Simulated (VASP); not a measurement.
# Se (P3_121) in VASP: further runs, part 2 of 2

VASP 6.6.1.

## Step 3: Single point, r2SCAN

This run uses another cell than the first one, of 29.23 Å³/atom.

Contents of POSCAR:

```
Se
1.0
    4.5039814500      0.0000000000      0.0000000000
   -2.2519907250      3.9005623538      0.0000000000
    0.0000000000      0.0000000000      4.9918986337
Se
3
Direct
    0.2171788207      0.0000000000      0.3333333333
    0.0000000000      0.2171788207      0.6666666667
    0.7828211793      0.7828211793      0.0000000000
```

Contents of INCAR.step1:

```
SYSTEM = Se
PREC = Accurate
ENCUT = 520
ISMEAR = 0
SIGMA = 0.02
LREAL = .FALSE.
LASPH = .TRUE.
NELM = 60
NBANDS = 16
GGA = PE
ALGO = Normal
EDIFF = 1E-4
LWAVE = .TRUE.
LCHARG = .FALSE.
```

Contents of INCAR.step2:

```
SYSTEM = Se
PREC = Accurate
ENCUT = 520
EDIFF = 1E-6
ISMEAR = 0
SIGMA = 0.02
LREAL = .FALSE.
LASPH = .TRUE.
NELM = 60
ALGO = Normal
ISIF = 2
LWAVE = .FALSE.
LCHARG = .FALSE.
METAGGA = R2SCAN
LMIXTAU = .TRUE.
NBANDS = 16
ISTART = 1
```

Contents of KPOINTS:

```
Automatic mesh
0
G
  9 9 6
  0 0 0
```

Potentials or basis: VASP PAW PBE potentials, release 64 (Se).

On the command line:

```
$ cat potpaw_PBE.64/Se/POTCAR > POTCAR
$ cp INCAR.step1 INCAR
$ mpirun -np 1 vasp_std > vasp.out
$ cp INCAR.step2 INCAR
$ mpirun -np 1 vasp_std > vasp.out
```

OUTCAR:

```text
SYSTEM = Se
   PREC = Accurate
   ENCUT = 520
   EDIFF = 1E-6
   ISMEAR = 0
   LREAL = .FALSE.
   LASPH = .TRUE.
   NELM = 60
   ISIF = 2
   METAGGA = R2SCAN
   ISTART = 1

 ion  position               nearest neighbor table
   1  0.217  0.000  0.333-   3 2.37   2 2.37
   2  0.000  0.217  0.667-   3 2.37   1 2.37
   3  0.783  0.783  0.000-   2 2.37   1 2.37

  LATTYP: Found a hexagonal cell.
 ALAT       =     4.5039814500
 C/A-ratio  =     1.1083301939

  Lattice vectors:

 A1 = (   4.5039814500,   0.0000000000,   0.0000000000)
 A2 = (  -2.2519907250,   3.9005623538,   0.0000000000)
 A3 = (   0.0000000000,   0.0000000000,   4.9918986337)

Analysis of symmetry for initial positions (statically):
=====================================================================
 Subroutine PRICEL returns:
 Original cell was already a primitive cell.

 Routine SETGRP: Setting up the symmetry group for a
 hexagonal supercell.

 Subroutine GETGRP returns: Found  6 space group operations
 (whereof  2 operations were pure point group operations)
 out of a pool of 24 trial point group operations.

The static configuration has the point symmetry C_2 .
[... 167 lines left out ...]

 val. band max:        1.7329446876   @ k =   0.4444   0.1111   0.5000
 cond. band min:       3.0615409984   @ k =   0.3333   0.3333   0.5000
 fundamental gap:      1.3285963108
 Fermi energy:         1.8913268559

 k-point     1 :       0.0000    0.0000    0.0000
  band No.  band energies     occupation
      1     -14.4872      2.00000
      2     -10.2859      2.00000
      3     -10.2859      2.00000
      4      -2.2348      2.00000
      5      -2.2348      2.00000
      6      -1.9093      2.00000
[... 433 lines left out ...]
      3      -9.4884      2.00000
      4      -3.1723      2.00000
      5      -2.9687      2.00000
      6      -1.6317      2.00000
[... 8 lines left out ...]
     15      10.2304      0.00000
     16      11.3806      0.00000

 [... further k-points ...]

------------------------ aborting loop because EDIFF is reached ----------------------------------------

  FORCE on cell =-STRESS in cart. coord.  units (eV):
  Direction    XX          YY          ZZ          XY          YZ          ZX
  --------------------------------------------------------------------------------------
  -------------------------------------------------------------------------------------
  Total       -0.0071129     -0.0071129     -0.0251331      0.0000000     -0.0000000     -0.0000000
  in kB       -0.1299482     -0.1299482     -0.4591629      0.0000000     -0.0000000     -0.0000000
  external PRESSURE =      -0.2396864 kB  Pullay stress =       0.0000000 kB

 VOLUME and BASIS-vectors are now :
 -----------------------------------------------------------------------------
  energy-cutoff  :      520.00
  volume of cell :       87.70
      direct lattice vectors                 reciprocal lattice vectors
     4.503981450  0.000000000  0.000000000     0.222025781  0.128186645  0.000000000
    -2.251990725  3.900562354  0.000000000     0.000000000  0.256373289  0.000000000
     0.000000000  0.000000000  4.991898634     0.000000000  0.000000000  0.200324581

 POSITION                                       TOTAL-FORCE (eV/Angst)
 -----------------------------------------------------------------------------------
      0.97817      0.00000      1.66397         0.000587      0.000000     -0.000000
     -0.48908      0.84712      3.32793        -0.000293      0.000508      0.000000
      1.76291      3.05344      0.00000        -0.000293     -0.000508      0.000000
 -----------------------------------------------------------------------------------
    total drift:                                0.000000      0.000001     -0.000000

  FREE ENERGIE OF THE ION-ELECTRON SYSTEM (eV)
  ---------------------------------------------------
  free  energy   TOTEN  =       -42.9282322354 eV

  energy  without entropy=      -42.9282322354  energy(sigma->0) =      -42.92823224
```

OUTCAR.step1:

```text
SYSTEM = Se
   PREC = Accurate
   ENCUT = 520
   ISMEAR = 0
   LREAL = .FALSE.
   LASPH = .TRUE.
   NELM = 60
[... 683 lines left out ...]
      0.97817      0.00000      1.66397         0.345573     -0.000000      0.000000
     -0.48908      0.84712      3.32793        -0.172786      0.299275     -0.000000
      1.76291      3.05344      0.00000        -0.172786     -0.299275     -0.000000
 -----------------------------------------------------------------------------------
    total drift:                                0.000000      0.000001     -0.000000

  FREE ENERGIE OF THE ION-ELECTRON SYSTEM (eV)
  ---------------------------------------------------
  free  energy   TOTEN  =       -10.4971262007 eV

  energy  without entropy=      -10.4971262007  energy(sigma->0) =      -10.49712620
```

OSZICAR.step1:

```text
N       E                     dE             d eps       ncg     rms          rms(c)
DAV:   1     0.832335852003E+02    0.83234E+02   -0.70071E+03  1984   0.918E+02
DAV:   2    -0.490894942291E+01   -0.88143E+02   -0.83430E+02  2600   0.152E+02
DAV:   3    -0.105414781021E+02   -0.56325E+01   -0.56134E+01  2488   0.442E+01
DAV:   4    -0.105836141145E+02   -0.42136E-01   -0.42130E-01  2584   0.453E+00
DAV:   5    -0.105839315424E+02   -0.31743E-03   -0.31742E-03  2544   0.391E-01    0.678E+00
DAV:   6    -0.105199588761E+02    0.63973E-01   -0.37428E-02  2440   0.120E+00    0.419E+00
DAV:   7    -0.104975376773E+02    0.22421E-01   -0.77003E-02  2328   0.168E+00    0.205E-01
DAV:   8    -0.104969483429E+02    0.58933E-03   -0.88310E-03  2256   0.569E-01    0.100E-01
DAV:   9    -0.104970744203E+02   -0.12608E-03   -0.29266E-04  2776   0.110E-01    0.332E-02
DAV:  10    -0.104971262007E+02   -0.51780E-04   -0.54811E-05  1656   0.503E-02
   1 F= -.10497126E+02 E0= -.10497126E+02  d E =-.666686E-18
```

It took 3.1 min on 1 thread of Intel Xeon Platinum 8488C (Sapphire Rapids), shared host; peak memory 0.26 GiB.

What came out:

```
Free energy            : -42.9282 eV
Pressure               : 0.0 GPa
Band gap on the k mesh : 1.33 eV (least direct gap 1.58 eV)
```

Caveat: the PAW data sets were made with another functional, which shifts forces and pressure a little. r2SCAN opens gaps a little over a GGA but as a rule still falls short of measured ones.

## Step 4: Single point, r2SCAN

This run uses another cell than the first one, of 29.24 Å³/atom.

Contents of POSCAR:

```
Se
1.0
    4.5047557554      0.0000000000      0.0000000000
   -2.2523778777      3.9012329220      0.0000000000
    0.0000000000      0.0000000000      4.9922201488
Se
3
Direct
    0.2171171311      0.0000000000      0.3333333333
    0.0000000000      0.2171171311      0.6666666667
    0.7828828689      0.7828828689      0.0000000000
```

Contents of INCAR.step1:

```
ALGO = Normal
EDIFF = 1E-4
ENCUT = 520
GGA = PE
ISMEAR = 0
LASPH = T
LCHARG = F
LREAL = F
LWAVE = T
NBANDS = 16
NELM = 100
PREC = Accurate
SIGMA = 0.01
```

Contents of INCAR.step2:

```
ALGO = Normal
EDIFF = 1E-6
ENCUT = 520
ISIF = 2
ISMEAR = 0
ISTART = 1
LASPH = T
LCHARG = F
LMIXTAU = T
LREAL = F
LWAVE = F
METAGGA = R2SCAN
NBANDS = 16
NELM = 100
PREC = Accurate
SIGMA = 0.01
```

Contents of KPOINTS:

```
k-points
0
Gamma
  9 9 6
```

On the command line:

```
$ cat potpaw_PBE.64/Se/POTCAR > POTCAR
$ cp INCAR.step1 INCAR
$ mpirun -np 1 vasp_std > vasp.out
$ cp INCAR.step2 INCAR
$ mpirun -np 1 vasp_std > vasp.out
```

It took 3.1 min on 1 thread of Intel Xeon Platinum 8488C (Sapphire Rapids), shared host; peak memory 0.26 GiB.

The run converged. Its results:

```
Free energy            : -42.9282 eV
Pressure               : 0.0 GPa
Band gap on the k mesh : 1.33 eV (least direct gap 1.58 eV)
```

Levels at points of the mesh, in eV from the valence-band top:
| k point | band 5 | band 6 | band 7 | band 8 | band 9 | band 10 | band 11 | band 12 | band 13 | band 14 |
| --- | --- | --- | --- | --- | --- | --- | --- | --- | --- | --- |
| (0.00, 0.00, 0.00) | -3.97 | -3.64 | -2.05 | -2.05 | -0.38 | 2.27 | 2.27 | 2.60 | 6.48 | 7.04 |
| (0.00, 0.00, 0.50) | -3.46 | -3.46 | -1.43 | -1.43 | -1.06 | 1.57 | 1.66 | 1.66 | 7.01 | 7.98 |

Caveat: the PAW data sets were made with another functional, which shifts forces and pressure a little.

## Step 5: Relaxation of cell and atoms, r2SCAN

Contents of POSCAR:

```
Se
1.0
    4.3662000000      0.0000000000      0.0000000000
   -2.1831000000      3.7812401180      0.0000000000
    0.0000000000      0.0000000000      4.9536000000
Se
3
Direct
    0.2254000000      0.0000000000      0.3333333333
    0.0000000000      0.2254000000      0.6666666667
    0.7746000000      0.7746000000      0.0000000000
```

Contents of INCAR.step1:

```
  ALGO = Normal
  EDIFF = 1E-4
  ENCUT = 600
  GGA = PE
  ISMEAR = 0
  LASPH = True
  LCHARG = False
  LREAL = False
  LWAVE = True
  NELM = 80
  PREC = Accurate
  SIGMA = 0.02
```

Contents of INCAR.step2:

```
  ALGO = Normal
  EDIFF = 1E-6
  EDIFFG = -0.005
  ENCUT = 600
  IBRION = 2
  ISIF = 3
  ISMEAR = 0
  ISTART = 1
  LASPH = True
  LCHARG = False
  LMIXTAU = True
  LREAL = False
  LWAVE = False
  METAGGA = R2SCAN
  NELM = 80
  NSW = 100
  PREC = Accurate
  SIGMA = 0.02
```

KPOINTS is that of step 4.

On the command line:

```
$ cat potpaw_PBE.64/Se/POTCAR > POTCAR
$ cp INCAR.step1 INCAR
$ mpirun -np 1 vasp_std > vasp.out
$ cp INCAR.step2 INCAR
$ mpirun -np 1 vasp_std > vasp.out
```

Wall time 20 min (1 thread of Intel Xeon Platinum 8488C (Sapphire Rapids), shared host); peak memory 0.28 GiB.

The run converged. Its results:

```
Free energy                           : -42.9291 eV
Relaxed volume                        : 29.21 Å³/atom
Relaxed cell                          : a = 4.502 Å, b = 4.502 Å, c = 4.992 Å, α = 90.00°, β = 90.00°, γ = 120.00°
Space group after relaxing (to 0.1 Å) : P3_121 (No. 152)
Energy gained by relaxing             : 5.2 meV/atom
Ionic steps                           : 12
Pressure after relaxing               : 0.0 GPa
Largest force after relaxing          : 0.005 eV/Å
Band gap on the k mesh                : 1.33 eV (least direct gap 1.57 eV)
```

Forces in eV/Å, atoms in the order of the input:
```
Se   0.005  0.000  0.000
Se  -0.002  0.004  0.000
Se  -0.002 -0.004  0.000
```

Step by step:
```csv
step,energy change (eV),largest force (eV/Å),pressure (GPa),volume (Å³)
1,0.0000,0.0561,1.31,81.78
2,-0.0029,0.2998,-0.80,84.45
3,-0.0067,0.1517,0.07,83.29
4,-0.0094,0.1071,0.07,83.76
5,-0.0119,0.0074,0.10,84.90
6,-0.0131,0.0022,0.03,85.45
7,-0.0151,0.0302,-0.17,87.12
8,-0.0152,0.0392,-0.23,87.66
9,-0.0151,0.0679,0.27,87.59
10,-0.0155,0.0113,0.00,87.63
11,-0.0155,0.0092,0.00,87.63
12,-0.0156,0.0050,-0.01,87.62
```

Final structure:
```
Se
1.0
     4.50182    0.00000    0.00000
    -2.25091    3.89869    0.00000
     0.00000    0.00000    4.99215
Se
3
Direct
  0.21724 0.00000 0.33333
  0.00000 0.21724 0.66667
  0.78276 0.78276 0.00000
```

Levels at points of the mesh, in eV from the valence-band top:
```csv
k point,band 5,band 6,band 7,band 8,band 9,band 10,band 11,band 12,band 13
"(0.00, 0.00, 0.00)",-3.97,-3.64,-2.05,-2.05,-0.38,2.26,2.26,2.59,6.48
"(0.00, 0.00, 0.50)",-3.46,-3.46,-1.43,-1.43,-1.07,1.56,1.66,1.66,7.01
```

Caveat: the PAW data sets were made with another functional, which shifts forces and pressure a little.

## Step 6: Summary

| task | cell | k mesh | cutoff (eV) | smearing | gap on the mesh (eV) | pressure (GPa) |
| --- | --- | --- | --- | --- | --- | --- |
| single point | a = 4.366, b = 4.366, c = 4.954 Å, angles 90.0, 90.0, 120.0°, 3 atoms, atomic positions A | 6 × 6 × 4 | 520 | gaussian 0.1 eV | 1.26 | 1.3 |
| single point | a = 4.504, b = 4.504, c = 4.992 Å, angles 90.0, 90.0, 120.0°, 3 atoms, atomic positions B | 9 × 9 × 6 | 520 | gaussian 0.02 eV | 1.33 | 0.0 |
| single point | a = 4.505, b = 4.505, c = 4.992 Å, angles 90.0, 90.0, 120.0°, 3 atoms, atomic positions B | 9 × 9 × 6 | 520 | gaussian 0.01 eV | 1.33 | 0.0 |
| relaxation of cell and atoms | relaxed from a = 4.366, b = 4.366, c = 4.954 Å, angles 90.0, 90.0, 120.0°, 3 atoms, atomic positions A | 9 × 9 × 6 | 600 | gaussian 0.02 eV | 1.33 | 0.0 |

Alike in all rows: level r2SCAN; potentials or basis VASP PAW PBE potentials, release 64 (Se); no spin polarisation.

Caveats: the PAW data sets were made with another functional, which shifts forces and pressure a little.

Absolute energies hang on the potentials; compare differences alone.
